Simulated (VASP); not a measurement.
# BiTe (R-3m) in VASP: further runs

BiTe is run at these levels: PBEsol; tasks: single point, relaxation of cell and atoms.

Program: VASP 6.6.1. These are calculated values, not measurements. Logs are shortened: lines on timing, memory, paths and dates and some standing lists are left out, and cuts for length are marked.

## (1) The cell of the first run

The structure is trigonal, space group R-3m (No. 166). The conventional cell has a = 4.799 Å, b = 4.799 Å, c = 9.585 Å, α = 90.00°, β = 90.00°, γ = 120.00°. Within 4.3 Å of Bi (site symmetry -3m) lie 6 Te at 3.20 Å and 6 Bi at 4.23 Å. Within 4.3 Å of Te (site symmetry -3m) lie 6 Bi at 3.20 Å and 6 Te at 4.23 Å.

## (2) Single point, PBEsol

INCAR

```
SYSTEM = BiTe
PREC = Accurate
ENCUT = 520
EDIFF = 1E-7
ISMEAR = 0
SIGMA = 0.1
LREAL = .FALSE.
LASPH = .TRUE.
NELM = 100
ALGO = Normal
ISIF = 2
LWAVE = .FALSE.
LCHARG = .FALSE.
GGA = PS
NBANDS = 18
```

KPOINTS

```
Automatic mesh
0
G
  12 12 12
  0 0 0
```

POSCAR

```
BiTe
1.0
    2.3992826153      1.3852264638      3.1949610078
   -2.3992826153      1.3852264638      3.1949610078
    0.0000000000     -2.7704529276      3.1949610077
Bi Te
1 1
Direct
    0.5000000000      0.5000000000      0.5000000000
    0.0000000000      0.0000000000      0.0000000000
```

Potentials or basis: VASP PAW PBE potentials, release 64 (Bi_d, Te).

The run is started by

```console
$ cat potpaw_PBE.64/Bi_d/POTCAR potpaw_PBE.64/Te/POTCAR > POTCAR
$ mpirun -np 1 vasp_std > vasp.out
```

OUTCAR:

```text
SYSTEM = BiTe
   PREC = Accurate
   ENCUT = 520
   EDIFF = 1E-7
   ISMEAR = 0
   LREAL = .FALSE.
   LASPH = .TRUE.
   NELM = 100
   ISIF = 2
   GGA = PS

 ion  position               nearest neighbor table
   1  0.500  0.500  0.500-   2 3.20   2 3.20   2 3.20   2 3.20   2 3.20   2 3.20
   2  0.000  0.000  0.000-   1 3.20   1 3.20   1 3.20   1 3.20   1 3.20   1 3.20

  LATTYP: Found a trigonal (rhomboedric) cell.
 ALAT       =     4.2288515303
 COS(alpha) =     0.3562045035

  Lattice vectors:

 A1 = (   2.3992826153,   1.3852264638,   3.1949610078)
 A2 = (  -2.3992826153,   1.3852264638,   3.1949610078)
 A3 = (   0.0000000000,  -2.7704529276,   3.1949610077)

Analysis of symmetry for initial positions (statically):
=====================================================================
 Subroutine PRICEL returns:
 Original cell was already a primitive cell.

 Routine SETGRP: Setting up the symmetry group for a
 trigonal (rhombohedral) supercell.

 Subroutine GETGRP returns: Found 12 space group operations
 (whereof 12 operations were pure point group operations)
 out of a pool of 12 trial point group operations.

The static configuration has the point symmetry D_3d.

Analysis of symmetry for dynamics (positions and initial velocities):
=====================================================================
 Subroutine PRICEL returns:
 Original cell was already a primitive cell.

 Routine SETGRP: Setting up the symmetry group for a
 trigonal (rhombohedral) supercell.

 Subroutine GETGRP returns: Found 12 space group operations
 (whereof 12 operations were pure point group operations)
 out of a pool of 12 trial point group operations.

The dynamic configuration has the point symmetry D_3d.

 Subroutine INISYM returns: Found 12 space group operations
 (whereof 12 operations are pure point group operations),
 and found     1 'primitive' translations

----------------------------------------------------------------------------------------

                                     Primitive cell

  volume of cell :      63.7117

  direct lattice vectors                    reciprocal lattice vectors
     2.399282615  1.385226464  3.194961008     0.208395625  0.120317270  0.104330955
    -2.399282615  1.385226464  3.194961008    -0.208395625  0.120317270  0.104330955
     0.000000000 -2.770452928  3.194961008     0.000000000 -0.240634540  0.104330955

[... 80 lines left out ...]
   LASPH  =      T    aspherical Exc in radial PAW
   ENCUT  =  520.0 eV  38.22 Ry    6.18 a.u.   7.86  7.86  7.86*2*pi/ulx,y,z
   NELM   =    100;   NELMIN=  2; NELMDL= -5     # of ELM steps
   EDIFF  = 0.1E-06   stopping-criterion for ELM
   LREAL  =      F    real-space projection
   EDIFFG = 0.1E-05   stopping-criterion for IOM
   NSW    =      0    number of steps for IOM
   IBRION =     -1    ionic relax: 0-MD 1-quasi-New 2-CG
   NFREE  =      0    steps in history (QN), initial steepest desc. (CG)
   ISIF   =      2    stress and relaxation
   ISYM   =      2    0-nonsym 1-usesym 2-fastsym
   POTIM  = 0.5000    time-step for ionic-motion
   TEBEG  =    0.0;   TEEND  =   0.0 temperature during run
   PSTRESS=    0.0 pullay stress
   NELECT =      21.0000    total number of electrons
   NUPDOWN=      -1.0000    fix difference up-down
   EMIN   =  10.00;   EMAX   =-10.00  energy-range for DOS
   EFERMI =   0.00;   METHOD = LEGACY
   ISMEAR =     0;   SIGMA  =   0.10  broadening in eV -4-tet -1-fermi 0-gaus
   EFERMI_NEDOS =   21; number of points for ismear=-14 and -15
   IALGO  =     38    algorithm
   IMIX   =      4    mixing-type and parameters
     AMIX     =   0.40;   BMIX     =  1.00
     AMIX_MAG =   1.60;   BMIX_MAG =  1.00
  volume/ion in A,a.u.               =      31.86       214.97
  Fermi-wavevector in a.u.,A,eV,Ry     =   1.130858  2.137013 17.399687  1.278841
  Thomas-Fermi vector in A             =   2.267556
   LORBIT       =      0    0 simple, 1 ext, 2 COOP (PROOUT), +10 PAW based schemes
   GGA     = PS    functional components
   LHFCALC =     F    Hartree Fock is set to
   AEXX    =    0.0000 exact exchange contribution
   IVDW    =     0    specifies the selected vdW correction
   LEPSILON=     F    determine dielectric tensor
   LRPA    =     F    only Hartree local field effects (RPA)
 non-spin polarized calculation
 Gauss-broadening in eV      SIGMA  =   0.10
  energy-cutoff  :      520.00
  volume of cell :       63.71
 maximum number of plane-waves:      1735
   NGX = 15   NGY = 15   NGZ = 15

 number of electron      21.0000009 magnetization

 Free energy of the ion-electron system (eV)
  ---------------------------------------------------
  ext. energy  EPLUGINS =         0.00000000
  ---------------------------------------------------
  free energy    TOTEN  =        -8.01434222 eV

  energy without entropy =       -8.00864221  energy(sigma->0) =       -8.01149222

 E-fermi :   7.1957     XC(G=0):  -9.8933

 val. band max:        7.1882201412   @ k =  -0.4167   0.0833   0.0833
 cond. band min:       7.1980857245   @ k =   0.4167   0.1667   0.0833
 fundamental gap:      0.0098655833
 Fermi energy:         7.1957039413

 k-point     1 :       0.0000    0.0000    0.0000
  band No.  band energies     occupation
      1     -15.9583      2.00000
      2     -15.9583      2.00000
      3     -15.9485      2.00000
      4     -15.9485      2.00000
      5     -15.9277      2.00000
      6      -6.6665      2.00000
[... 481 lines left out ...]
      5     -15.9233      2.00000
      6      -4.6177      2.00000
[... 10 lines left out ...]
     17      16.2679      0.00000
     18      17.2558      0.00000

 [... further k-points ...]

------------------------ aborting loop because EDIFF is reached ----------------------------------------

  FORCE on cell =-STRESS in cart. coord.  units (eV):
  Direction    XX          YY          ZZ          XY          YZ          ZX
  --------------------------------------------------------------------------------------
  -------------------------------------------------------------------------------------
  Total       -0.0013919     -0.0013919     -0.0157108      0.0000000     -0.0000000      0.0000000
  in kB       -0.0350019     -0.0350019     -0.3950854      0.0000000     -0.0000000      0.0000000
  external PRESSURE =      -0.1550297 kB  Pullay stress =       0.0000000 kB

 VOLUME and BASIS-vectors are now :
 -----------------------------------------------------------------------------
  energy-cutoff  :      520.00
  volume of cell :       63.71
      direct lattice vectors                 reciprocal lattice vectors
     2.399282615  1.385226464  3.194961008     0.208395625  0.120317270  0.104330955
    -2.399282615  1.385226464  3.194961008    -0.208395625  0.120317270  0.104330955
     0.000000000 -2.770452928  3.194961008     0.000000000 -0.240634540  0.104330955

 POSITION                                       TOTAL-FORCE (eV/Angst)
 -----------------------------------------------------------------------------------
      0.00000      0.00000      4.79244        -0.000000     -0.000000      0.000000
      0.00000      0.00000      0.00000         0.000000      0.000000     -0.000000
 -----------------------------------------------------------------------------------
    total drift:                               -0.000000      0.000000     -0.000000

  FREE ENERGIE OF THE ION-ELECTRON SYSTEM (eV)
  ---------------------------------------------------
  free  energy   TOTEN  =        -8.0143422209 eV

  energy  without entropy=       -8.0086422120  energy(sigma->0) =       -8.01149222
```

OSZICAR:

```text
N       E                     dE             d eps       ncg     rms          rms(c)
DAV:   1     0.157665527235E+03    0.15767E+03   -0.99858E+03  6806   0.114E+03
DAV:   2     0.385848457977E+01   -0.15381E+03   -0.14971E+03  7236   0.310E+02
DAV:   3    -0.772299199418E+01   -0.11581E+02   -0.11436E+02  8360   0.880E+01
DAV:   4    -0.804093221188E+01   -0.31794E+00   -0.31759E+00  8698   0.155E+01
DAV:   5    -0.805202471647E+01   -0.11093E-01   -0.11092E-01  9098   0.268E+00    0.644E+00
DAV:   6    -0.801468115712E+01    0.37344E-01   -0.10673E-01 10008   0.217E+00    0.401E+00
DAV:   7    -0.801499348427E+01   -0.31233E-03   -0.30697E-02  8638   0.989E-01    0.547E-01
DAV:   8    -0.801428886623E+01    0.70462E-03   -0.55749E-03  8658   0.534E-01    0.128E-01
DAV:   9    -0.801434483593E+01   -0.55970E-04   -0.50098E-04  7566   0.139E-01    0.439E-02
DAV:  10    -0.801434425837E+01    0.57756E-06   -0.24367E-05  9412   0.294E-02    0.263E-02
DAV:  11    -0.801434256008E+01    0.16983E-05   -0.54266E-06  9520   0.150E-02    0.309E-03
DAV:  12    -0.801434222925E+01    0.33084E-06   -0.13170E-06  8788   0.863E-03    0.119E-03
DAV:  13    -0.801434222091E+01    0.83328E-08   -0.88958E-08  4754   0.166E-03
   1 F= -.80143422E+01 E0= -.80114922E+01  d E =-.570001E-02
```

Run time: 50 s. Hardware: 1 thread of Intel Xeon 6975P-C (Granite Rapids), shared host; peak memory 0.34 GiB.

What came out:

* Free energy: -8.0143 eV
* Pressure: 0.0 GPa
* Band gap on the k mesh: zero (an odd number of electrons rules out a gap without spin polarisation)

Caveat: the PAW data sets were made with another functional, which shifts forces and pressure a little; spin-orbit coupling is left out, which moves the levels of the heavy elements.

## (3) Relaxation of cell and atoms, PBEsol

This run uses another cell than the first one, of 33.67 Å³/atom.

INCAR

```
PREC = Accurate
ENCUT = 600
EDIFF = 1E-6
ISMEAR = 0
SIGMA = 0.1
LREAL = False
LASPH = True
NELM = 100
ALGO = Normal
ISIF = 3
LWAVE = False
LCHARG = False
GGA = PS
IBRION = 2
NSW = 70
EDIFFG = -0.005
```

KPOINTS

```
regular mesh
0
Gamma
  12 12 12
```

POSCAR

```
BiTe
1.0
    2.4222948376      1.3985125765      3.3133448247
   -2.4222948376      1.3985125765      3.3133448247
    0.0000000000     -2.7970251531      3.3133448247
Bi Te
1 1
Direct
    0.5000000000      0.5000000000      0.5000000000
    0.0000000000      0.0000000000      0.0000000000
```

Potentials or basis: VASP PAW PBE potentials, release 64 (Bi_d, Te).

The run is started by

```console
$ cat potpaw_PBE.64/Bi_d/POTCAR potpaw_PBE.64/Te/POTCAR > POTCAR
$ mpirun -np 1 vasp_std > vasp.out
```

It took 4.1 min on 1 thread of Intel Xeon 6975P-C (Granite Rapids), shared host; peak memory 0.4 GiB.

Results (log left out):

```yaml
Free_energy: -8.0148 eV
Relaxed_volume: 31.86 Å³/atom
Relaxed_cell: a = 4.227 Å, b = 4.227 Å, c = 4.227 Å, α = 69.20°, β = 69.20°, γ = 69.20°
Space_group_after_relaxing_to_0.1_Å: R-3m (No. 166)
Energy_gained_by_relaxing: 14.2 meV/atom
Ionic_steps: 7
Pressure_after_relaxing: 0.0 GPa
Band_gap_on_the_k_mesh: zero (an odd number of electrons rules out a gap without spin polarisation)
```

Step by step:
```tsv
step	energy change (eV)	largest force (eV/Å)	pressure (GPa)	volume (Å³)
1	0.0000	0.0000	-2.46	67.35
2	-0.0175	0.0000	1.61	62.43
3	-0.0259	0.0000	-0.01	64.13
4	-0.0267	0.0000	-0.01	64.06
5	-0.0279	0.0000	-0.01	63.90
6	-0.0280	0.0000	0.01	63.56
7	-0.0283	0.0000	0.00	63.71
```

Final structure:
```xyz
2
Lattice="2.4004 1.3859 3.1920 -2.4004 1.3859 3.1920 0.0000 -2.7718 3.1920" Properties=species:S:1:pos:R:3 pbc="T T T"
Bi    0.0000    0.0000    4.7880
Te    0.0000    0.0000    0.0000
```

Levels at points of the mesh, in eV from the Fermi level:
```
           k point  band 6  band 7  band 8  band 9  band 10  band 11  band 12  band 13  band 14
(0.00, 0.00, 0.00)  -13.86   -8.12   -3.10   -3.10    -1.55     2.01     2.75     2.75     3.85
(0.50, 0.00, 0.00)  -11.81  -11.57   -1.90   -1.88    -1.04    -0.86    -0.65     0.52     6.58
(0.50, 0.50, 0.00)  -11.86   -9.98   -5.96   -4.83    -3.34     2.26     3.17     3.80     4.85
(0.50, 0.50, 0.50)  -11.35  -11.02   -2.54   -2.54    -2.40    -1.79    -1.49    -1.49     8.29
```

Caveat: the PAW data sets were made with another functional, which shifts forces and pressure a little; spin-orbit coupling is left out, which moves the levels of the heavy elements.
